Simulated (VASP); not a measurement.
Here is a VASP 6.6.1 calculation.

Contents of INCAR:

```
SYSTEM = YMg3
ALGO = Normal ; EDIFF = 1E-6
ENCUT = 520 ; GGA = PS
ISIF = 2 ; ISMEAR = 1
LASPH = .TRUE. ; LCHARG = .TRUE.
LELF = .TRUE. ; LREAL = .FALSE.
LVHAR = .TRUE. ; LWAVE = .FALSE.
NBANDS = 16 ; NELM = 80
PREC = Accurate ; SIGMA = 0.1
```

KPOINTS

```
k-points
0
G
  5 5 5
  0 0 0
```

The input POSCAR:

```
YMg3
1.0
    0.0000000000      3.6287268918      3.6287268918
    3.6287268918      0.0000000000      3.6287268918
    3.6287268918      3.6287268918      0.0000000000
Y Mg
1 3
Direct
    0.0000000000      0.0000000000      0.0000000000
    0.2500000000      0.2500000000      0.2500000000
    0.5000000000      0.5000000000      0.5000000000
    0.7500000000      0.7500000000      0.7500000000
```

Potentials or basis: VASP PAW PBE potentials, release 64 (Y_sv, Mg).

Launch:

```sh
$ cat potpaw_PBE.64/Y_sv/POTCAR potpaw_PBE.64/Mg/POTCAR > POTCAR
$ mpirun -np 1 vasp_std > vasp.out
```

Problem. Estimate the pressure.

Solution. 0.0 GPa.

Caveat: the PAW data sets were made with another functional, which shifts forces and pressure a little.
